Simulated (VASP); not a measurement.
# SnO2 (C2/m) in VASP: further runs

Runs on SnO2. Level: LDA. Tasks: single point.

Everything below comes from runs of VASP 6.6.1. Logs are shortened: lines on timing, memory, paths and dates and some standing lists are left out, and cuts for length are marked.

### Step 1. The cell of the first run

The structure is monoclinic, space group C2/m (No. 12). The conventional cell has a = 5.501 Å, b = 3.240 Å, c = 4.474 Å, α = 90.00°, β = 114.19°, γ = 90.00°. Within 2.7 Å of Sn (site symmetry 2/m) lie 6 O at 2.07 to 2.10 Å. Within 2.7 Å of O (site symmetry m) lie 3 Sn at 2.07 to 2.10 Å and 3 O at 2.66 to 2.68 Å.

### Step 2. Single point, LDA (strain +0.0100 x Voigt [1, -1, 0, 0, 0, 0])

The input, INCAR:

```
SYSTEM = SnO2
PREC = Accurate ; ENCUT = 520
EDIFF = 1E-6 ; ISMEAR = 0
SIGMA = 0.05 ; LREAL = .False.
LASPH = .True. ; NELM = 80
ALGO = Normal ; ISIF = 2
LWAVE = .False. ; LCHARG = .False.
NBANDS = 20
```

The input, KPOINTS:

```
Automatic mesh
0
Gamma
  12 12 12
  0 0 0
```

The input, POSCAR:

```
SnO2
1.0
    1.6199548485      0.9167609447      4.0813809037
   -1.6199548485      0.9167609447      4.0813809037
    0.0000000000     -1.8335218895      4.0813809037
Sn O
1 2
Direct
    0.5000000000      0.5000000000      0.5000000000
    0.2451905456      0.2451905456      0.2451905456
    0.7548094544      0.7548094544      0.7548094544
```

Potentials or basis: VASP PAW LDA potentials, release 64 (Sn_d, O).

Started as:

```
$ cat potpaw_LDA.64/Sn_d/POTCAR potpaw_LDA.64/O/POTCAR > POTCAR
$ mpirun -np 1 vasp_std > vasp.out
```

OUTCAR:

```text
SYSTEM = SnO2
   PREC = Accurate
   ENCUT = 520
   EDIFF = 1E-6
   ISMEAR = 0
   LREAL = .False.
   LASPH = .True.
   NELM = 80
   ISIF = 2

 ion  position               nearest neighbor table
   1  0.500  0.500  0.500-   2 2.07   3 2.07   2 2.10   2 2.10   3 2.10   3 2.10
   2  0.245  0.245  0.245-   1 2.07   1 2.10   1 2.10
   3  0.755  0.755  0.755-   1 2.07   1 2.10   1 2.10

  LATTYP: Found a base centered monoclinic cell.
 ALAT       =     5.5005656684
 B/A-ratio  =     0.5890139110
 C/A-ratio  =     0.8134277087
 COS(beta)  =    -0.4097885156

  Lattice vectors:

 A1 = (   1.6199548485,   2.7502828342,   0.0000000000)
 A2 = (  -1.6199548485,   2.7502828342,   0.0000000000)
 A3 = (   0.0000000000,  -1.8335218895,   4.0813809037)

Analysis of symmetry for initial positions (statically):
=====================================================================
 Subroutine PRICEL returns:
 Original cell was already a primitive cell.

 Routine SETGRP: Setting up the symmetry group for a
 base centered monoclinic supercell.

 Subroutine GETGRP returns: Found  4 space group operations
 (whereof  4 operations were pure point group operations)
 out of a pool of  4 trial point group operations.

The static configuration has the point symmetry C_2h.

Analysis of symmetry for dynamics (positions and initial velocities):
=====================================================================
 Subroutine PRICEL returns:
 Original cell was already a primitive cell.

 Routine SETGRP: Setting up the symmetry group for a
 base centered monoclinic supercell.

 Subroutine GETGRP returns: Found  4 space group operations
 (whereof  4 operations were pure point group operations)
 out of a pool of  4 trial point group operations.

The dynamic configuration has the point symmetry C_2h.

 Subroutine INISYM returns: Found  4 space group operations
 (whereof  4 operations are pure point group operations),
 and found     1 'primitive' translations

----------------------------------------------------------------------------------------

                                     Primitive cell

  volume of cell :      36.3678

  direct lattice vectors                    reciprocal lattice vectors
     1.619954848  0.916760945  4.081380904     0.308650578  0.181799484  0.081671704
[... 79 lines left out ...]
   PREC   = accura    normal or accurate (medium, high low for compatibility)
   ISTART =      0    job   : 0-new  1-cont  2-samecut
   ICHARG =      2    charge: 1-file 2-atom 10-const
   ISPIN  =      1    spin polarized calculation?
   LNONCOLLINEAR =      F non collinear calculations
   LSORBIT =      F    spin-orbit coupling
   LASPH  =      T    aspherical Exc in radial PAW
   ENCUT  =  520.0 eV  38.22 Ry    6.18 a.u.   8.34  8.34  8.32*2*pi/ulx,y,z
   NELM   =     80;   NELMIN=  2; NELMDL= -5     # of ELM steps
   EDIFF  = 0.1E-05   stopping-criterion for ELM
   LREAL  =      F    real-space projection
   EDIFFG = 0.1E-04   stopping-criterion for IOM
   NSW    =      0    number of steps for IOM
   IBRION =     -1    ionic relax: 0-MD 1-quasi-New 2-CG
   NFREE  =      0    steps in history (QN), initial steepest desc. (CG)
   ISIF   =      2    stress and relaxation
   ISYM   =      2    0-nonsym 1-usesym 2-fastsym
   POTIM  = 0.5000    time-step for ionic-motion
   TEBEG  =    0.0;   TEEND  =   0.0 temperature during run
   PSTRESS=    0.0 pullay stress
   NELECT =      26.0000    total number of electrons
   NUPDOWN=      -1.0000    fix difference up-down
   EMIN   =  10.00;   EMAX   =-10.00  energy-range for DOS
   EFERMI =   0.00;   METHOD = LEGACY
   ISMEAR =     0;   SIGMA  =   0.05  broadening in eV -4-tet -1-fermi 0-gaus
   EFERMI_NEDOS =   21; number of points for ismear=-14 and -15
   IALGO  =     38    algorithm
   IMIX   =      4    mixing-type and parameters
     AMIX     =   0.40;   BMIX     =  1.00
     AMIX_MAG =   1.60;   BMIX_MAG =  1.00
  volume/ion in A,a.u.               =      12.12        81.81
  Fermi-wavevector in a.u.,A,eV,Ry     =   1.463840  2.766256 29.154922  2.142826
  Thomas-Fermi vector in A             =   2.579887
   LORBIT       =      0    0 simple, 1 ext, 2 COOP (PROOUT), +10 PAW based schemes
   GGA     = CA    functional components
   LHFCALC =     F    Hartree Fock is set to
   AEXX    =    0.0000 exact exchange contribution
   IVDW    =     0    specifies the selected vdW correction
   LEPSILON=     F    determine dielectric tensor
   LRPA    =     F    only Hartree local field effects (RPA)
 non-spin polarized calculation
 Gauss-broadening in eV      SIGMA  =   0.05
  energy-cutoff  :      520.00
  volume of cell :       36.37
 maximum number of plane-waves:       998
 NGX is ok and might be reduce to    36
   NGX = 17   NGY = 17   NGZ = 17

 number of electron      25.9999998 magnetization

 Free energy of the ion-electron system (eV)
  ---------------------------------------------------
  ext. energy  EPLUGINS =         0.00000000
  ---------------------------------------------------
  free energy    TOTEN  =       -20.55477543 eV

  energy without entropy =      -20.55477543  energy(sigma->0) =      -20.55477543

 E-fermi :   5.7399     XC(G=0): -11.6876

 val. band max:        5.5130173413   @ k =   0.0000   0.0000   0.0000
 cond. band min:       7.0745254273   @ k =   0.0000   0.0000   0.0000
 fundamental gap:      1.5615080860
 Fermi energy:         5.7399454815

 k-point     1 :       0.0000    0.0000    0.0000
  band No.  band energies     occupation
      1     -14.7789      2.00000
      2     -14.4774      2.00000
      3     -14.4504      2.00000
      4     -14.2210      2.00000
      5     -14.2146      2.00000
      6     -12.9543      2.00000
[... 541 lines left out ...]
     19      19.5885      0.00000
     20      20.9075      0.00000

 [... further k-points ...]
[... 5 lines left out ...]
  --------------------------------------------------------------------------------------
  -------------------------------------------------------------------------------------
  Total       -0.2338914      0.8753668      0.0709915      0.0000000     -0.0038515      0.0000000
  in kB      -10.3040398     38.5641063      3.1275163      0.0000000     -0.1696758      0.0000000
  external PRESSURE =      10.4625276 kB  Pullay stress =       0.0000000 kB

 VOLUME and BASIS-vectors are now :
 -----------------------------------------------------------------------------
  energy-cutoff  :      520.00
  volume of cell :       36.37
      direct lattice vectors                 reciprocal lattice vectors
     1.619954848  0.916760945  4.081380904     0.308650578  0.181799484  0.081671704
    -1.619954848  0.916760945  4.081380904    -0.308650578  0.181799484  0.081671704
     0.000000000 -1.833521890  4.081380904     0.000000000 -0.363598968  0.081671704

 POSITION                                       TOTAL-FORCE (eV/Angst)
 -----------------------------------------------------------------------------------
      0.00000     -0.00000      6.12207         0.000000     -0.000000      0.000000
      0.00000     -0.00000      3.00215         0.000000     -0.047731      0.066937
      0.00000     -0.00000      9.24199         0.000000      0.047731     -0.066937
 -----------------------------------------------------------------------------------
    total drift:                                0.000000     -0.000000      0.000000

  FREE ENERGIE OF THE ION-ELECTRON SYSTEM (eV)
  ---------------------------------------------------
  free  energy   TOTEN  =       -20.5547754287 eV

  energy  without entropy=      -20.5547754287  energy(sigma->0) =      -20.55477543
```

OSZICAR:

```text
N       E                     dE             d eps       ncg     rms          rms(c)
DAV:   1     0.246118718780E+03    0.24612E+03   -0.14065E+04 20460   0.202E+03
DAV:   2     0.348081406646E+01   -0.24264E+03   -0.22990E+03 20292   0.495E+02
DAV:   3    -0.228241803399E+02   -0.26305E+02   -0.25995E+02 22092   0.138E+02
DAV:   4    -0.235301503903E+02   -0.70597E+00   -0.70531E+00 21260   0.238E+01
DAV:   5    -0.235433195706E+02   -0.13169E-01   -0.13169E-01 22668   0.346E+00    0.108E+01
DAV:   6    -0.206450402352E+02    0.28983E+01   -0.10556E+01 29740   0.570E+01    0.450E+00
DAV:   7    -0.206032786493E+02    0.41762E-01   -0.58998E-01 19716   0.638E+00    0.209E+00
DAV:   8    -0.205586501519E+02    0.44628E-01   -0.71775E-02 20748   0.270E+00    0.419E-01
DAV:   9    -0.205546560245E+02    0.39941E-02   -0.87893E-03 27696   0.149E+00    0.762E-02
DAV:  10    -0.205547738617E+02   -0.11784E-03   -0.11911E-03 19848   0.277E-01    0.303E-02
DAV:  11    -0.205547758223E+02   -0.19606E-05   -0.26194E-05 26728   0.612E-02    0.192E-02
DAV:  12    -0.205547754287E+02    0.39356E-06   -0.33421E-06 18492   0.226E-02
   1 F= -.20554775E+02 E0= -.20554775E+02  d E =-.193240E-13
```

Wall time 2.9 min (1 thread of Intel Xeon 6975P-C (Granite Rapids), shared host); peak memory 0.42 GiB.

Results:

```yaml
Free_energy: -20.5548 eV
Pressure: 1.0 GPa
Largest_force: 0.082 eV/Å
Band_gap_on_the_k_mesh: 1.56 eV
```

Forces in eV/Å, atoms in the order of the input:
```
Sn   0.000  0.000  0.000
O    0.000 -0.048  0.067
O    0.000  0.048 -0.067
```

Stress tensor (GPa, compression positive):
```
-1.03  0.00  0.00
 0.00  3.86 -0.02
 0.00 -0.02  0.31
```

Caveat: the cell differs from its parent crystal (strain +0.0100 x Voigt [1, -1, 0, 0, 0, 0]); spin-orbit coupling is left out, which moves the levels of the heavy elements. A k mesh can miss the band edges.

### Step 3. Single point, LDA (strain -0.0100 x Voigt [1, -1, 0, 0, 0, 0])

The input, INCAR:

```
SYSTEM = SnO2
PREC = Accurate
ENCUT = 520
EDIFF = 1E-6
ISMEAR = 0
SIGMA = 0.05
LREAL = .FALSE.
LASPH = .TRUE.
NELM = 80
ALGO = Normal
ISIF = 2
LWAVE = .FALSE.
LCHARG = .TRUE.
GGA = CA
LELF = .TRUE.
LVHAR = .TRUE.
NBANDS = 20
```

The input, KPOINTS:

```
regular mesh
0
G
  12 12 12
  0 0 0
```

The input, POSCAR:

```
SnO2
1.0
    1.5878765347      0.9352813679      4.0813809037
   -1.5878765347      0.9352813679      4.0813809037
    0.0000000000     -1.8705627357      4.0813809037
Sn O
1 2
Direct
    0.5000000000      0.5000000000      0.5000000000
    0.2451905456      0.2451905456      0.2451905456
    0.7548094544      0.7548094544      0.7548094544
```

Potentials or basis: VASP PAW LDA potentials, release 64 (Sn_d, O).

Started as:

```
$ cat potpaw_LDA.64/Sn_d/POTCAR potpaw_LDA.64/O/POTCAR > POTCAR
$ mpirun -np 1 vasp_std > vasp.out
```

OUTCAR:

```text
SYSTEM = SnO2
   PREC = Accurate
   ENCUT = 520
   EDIFF = 1E-6
   ISMEAR = 0
   LREAL = .FALSE.
   LASPH = .TRUE.
   NELM = 80
   ISIF = 2
   GGA = CA

 ion  position               nearest neighbor table
   1  0.500  0.500  0.500-   2 2.08   2 2.08   3 2.08   3 2.08   2 2.10   3 2.10
   2  0.245  0.245  0.245-   1 2.08   1 2.08   1 2.10
   3  0.755  0.755  0.755-   1 2.08   1 2.08   1 2.10

  LATTYP: Found a base centered monoclinic cell.
 ALAT       =     5.6116882072
 B/A-ratio  =     0.5659175906
 C/A-ratio  =     0.8000477607
 COS(beta)  =    -0.4166417928

  Lattice vectors:

 A1 = (   1.5878765347,   2.8058441036,   0.0000000000)
 A2 = (  -1.5878765347,   2.8058441036,   0.0000000000)
 A3 = (   0.0000000000,  -1.8705627357,   4.0813809037)

Analysis of symmetry for initial positions (statically):
=====================================================================
 Subroutine PRICEL returns:
 Original cell was already a primitive cell.

 Routine SETGRP: Setting up the symmetry group for a
 base centered monoclinic supercell.

 Subroutine GETGRP returns: Found  4 space group operations
[... 162 lines left out ...]
  ext. energy  EPLUGINS =         0.00000000
  ---------------------------------------------------
  free energy    TOTEN  =       -20.55472194 eV

  energy without entropy =      -20.55472194  energy(sigma->0) =      -20.55472194

 E-fermi :   5.7138     XC(G=0): -11.6876

 val. band max:        5.5131655176   @ k =   0.5000   0.5000   0.0000
 cond. band min:       7.0743807914   @ k =   0.0000   0.0000   0.0000
 fundamental gap:      1.5612152738
 Fermi energy:         5.7138115814

 k-point     1 :       0.0000    0.0000    0.0000
  band No.  band energies     occupation
      1     -14.7791      2.00000
      2     -14.4752      2.00000
      3     -14.4522      2.00000
      4     -14.2205      2.00000
      5     -14.2151      2.00000
      6     -12.9544      2.00000
[... 541 lines left out ...]
     19      19.4912      0.00000
     20      20.8552      0.00000

 [... further k-points ...]
[... 5 lines left out ...]
  --------------------------------------------------------------------------------------
  -------------------------------------------------------------------------------------
  Total        0.8810945     -0.2394675      0.0706101      0.0000000     -0.0111785      0.0000000
  in kB       38.8164369    -10.5496909      3.1107119      0.0000000     -0.4924678      0.0000000
  external PRESSURE =      10.4591526 kB  Pullay stress =       0.0000000 kB

 VOLUME and BASIS-vectors are now :
 -----------------------------------------------------------------------------
  energy-cutoff  :      520.00
  volume of cell :       36.37
      direct lattice vectors                 reciprocal lattice vectors
     1.587876535  0.935281368  4.081380904     0.314885943  0.178199494  0.081671704
    -1.587876535  0.935281368  4.081380904    -0.314885943  0.178199494  0.081671704
     0.000000000 -1.870562736  4.081380904     0.000000000 -0.356398988  0.081671704

 POSITION                                       TOTAL-FORCE (eV/Angst)
 -----------------------------------------------------------------------------------
      0.00000      0.00000      6.12207         0.000000      0.000000      0.000000
      0.00000      0.00000      3.00215        -0.000000      0.039700      0.066767
      0.00000      0.00000      9.24199        -0.000000     -0.039700     -0.066767
 -----------------------------------------------------------------------------------
    total drift:                                0.000000     -0.000000      0.000000

  FREE ENERGIE OF THE ION-ELECTRON SYSTEM (eV)
  ---------------------------------------------------
  free  energy   TOTEN  =       -20.5547219419 eV

  energy  without entropy=      -20.5547219419  energy(sigma->0) =      -20.55472194
```

stdout:

```text
POSCAR found type information on POSCAR SnO
 POSCAR found :  2 types and       3 ions
 scaLAPACK will be used
 LDA part: xc-table for (Slater(with rela. corr.)+CA(PZ))
 , standard interpolation
 POSCAR, INCAR and KPOINTS ok, starting setup
 FFT: planning ... GRIDC
 FFT: planning ... GRID_SOFT
 FFT: planning ... GRID
 WAVECAR not read
 entering main loop
```

Run time: 3 min. Hardware: 1 thread of Intel Xeon 6975P-C (Granite Rapids), shared host; peak memory 0.41 GiB.

What came out:

```
Free energy            : -20.5547 eV
Pressure               : 1.0 GPa
Largest force          : 0.078 eV/Å
Band gap on the k mesh : 1.56 eV
```

Forces in eV/Å, atoms in the order of the input:
```
Sn   0.000  0.000  0.000
O    0.000  0.040  0.067
O    0.000 -0.040 -0.067
```

Levels at points of the mesh, in eV from the valence-band top:
```csv
k point,band 9,band 10,band 11,band 12,band 13,band 14,band 15,band 16,band 17,band 18
"(0.00, 0.00, 0.00)",-1.69,-1.64,-1.46,-1.38,0.00,1.56,5.21,10.31,10.65,13.51
"(0.50, 0.00, 0.00)",-4.55,-3.54,-2.17,-1.35,-1.17,5.48,7.79,9.79,12.57,12.81
"(0.50, 0.50, 0.00)",-5.27,-3.78,-1.15,-0.54,0.00,4.85,6.81,10.78,10.88,13.02
"(0.00, 0.00, 0.50)",-4.58,-3.39,-2.17,-1.35,-1.08,5.54,8.01,9.59,12.54,13.03
"(0.50, 0.00, 0.50)",-5.24,-3.93,-1.09,-0.61,-0.08,4.72,6.61,10.87,11.06,12.75
"(0.50, 0.50, 0.50)",-2.36,-1.97,-1.94,-1.25,-1.17,3.78,5.87,10.94,11.29,14.45
```

Caveat: the cell differs from its parent crystal (strain -0.0100 x Voigt [1, -1, 0, 0, 0, 0]); spin-orbit coupling is left out, which moves the levels of the heavy elements. A k mesh can miss the band edges.
